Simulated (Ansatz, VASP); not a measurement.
# One calculation of In2GaP3, two programs

Contents of INCAR:

```
SYSTEM = In2GaP3
ALGO = Normal
EDIFF = 1E-6
ENCUT = 520
GGA = PE
ISIF = 2
ISMEAR = 0
LASPH = .TRUE.
LCHARG = .FALSE.
LREAL = .FALSE.
LWAVE = .FALSE.
NBANDS = 66
NELM = 60
PREC = Accurate
SIGMA = 0.1
```

The input KPOINTS:

```
k-points
0
G
  4 2 2
  0 0 0
```

The input POSCAR:

```
In2GaP3
1.0
    4.1073098811      0.0000000000      0.0000000000
    0.0000000000      7.1140693965      0.0000000000
    0.0000000000      0.0000000000     10.0978533579
In Ga P
4 2 6
Direct
    0.5000000000      0.5000000000      0.9931984109
    0.0000000000      1.0000000000      0.9931984109
    0.5000000000      0.1666666667      0.3389818411
    1.0000000000      0.6666666667      0.3389818411
    0.0000000000      0.3333333333      0.6657238407
    0.5000000000      0.8333333333      0.6657238407
    1.0000000000      0.0000000000      0.7375769374
    0.5000000000      0.5000000000      0.7375769374
    0.0000000000      0.3333333333      0.4297938020
    0.5000000000      0.8333333333      0.4297938020
    0.5000000000      0.1666666667      0.0847251678
    1.0000000000      0.6666666667      0.0847251678
```

Input for Ansatz:

```yaml
crystal:
  lattice:
    - [4.1073098811, 0.0, 0.0]
    - [0.0, 7.1140693965, 0.0]
    - [0.0, 0.0, 10.0978533579]
  atoms:
    - { symbol: In, position: [0.5, 0.5, 0.9931984109] }
    - { symbol: In, position: [0.0, 1.0, 0.9931984109] }
    - { symbol: In, position: [0.5, 0.1666666667, 0.3389818411] }
    - { symbol: In, position: [1.0, 0.6666666667, 0.3389818411] }
    - { symbol: Ga, position: [0.0, 0.3333333333, 0.6657238407] }
    - { symbol: Ga, position: [0.5, 0.8333333333, 0.6657238407] }
    - { symbol: P, position: [1.0, 0.0, 0.7375769374] }
    - { symbol: P, position: [0.5, 0.5, 0.7375769374] }
    - { symbol: P, position: [0.0, 0.3333333333, 0.429793802] }
    - { symbol: P, position: [0.5, 0.8333333333, 0.429793802] }
    - { symbol: P, position: [0.5, 0.1666666667, 0.0847251678] }
    - { symbol: P, position: [1.0, 0.6666666667, 0.0847251678] }
basis:
  ecutwfc: 420
kpoints:
  mp_grid: { grid: [4, 2, 2] }
hamiltonian:
  xc: pbe
scf:
  occupations: { method: gaussian, width: 0.1 }
  lower_state_search: "off"
output:
  forces: true
  stress: true
  eigenvalues: true
```

Alike in both runs: task single point; functional PBE; k mesh 4 × 2 × 2; occupations gaussian, width 0.1 eV; no spin polarisation.

|  | VASP | Ansatz |
| --- | --- | --- |
| version | VASP 6.6.1 | Ansatz 0.2.0 |
| potentials or method | VASP PAW PBE potentials, release 64 (In_d, Ga_d, P), cutoff 520 eV | scalar-relativistic, plane waves, PAW |
| valence electrons in the cell | 108 | 108 |

Ansatz gave:

```
gap on the k mesh at the Fermi level (eV)                     : 0.42
least direct gap on the mesh (eV)                             : 0.42
pressure (GPa)                                                : -0.1
traceless stress, the component that is largest in VASP (GPa) : 0.41
rms of the force components (eV/Å)                            : 0.015
```

Task: Estimate VASP's values.

Result: gap on the k mesh at the Fermi level (eV): 0.42; least direct gap on the mesh (eV): 0.42; pressure (GPa): -0.1; traceless stress, the component that is largest in VASP (GPa): 0.42; rms of the force components (eV/Å): 0.014.

Atom by atom the forces differ by 0.002 eV/Å (rms over components).

The k mesh is coarse, so the values compare programs but aren't converged.
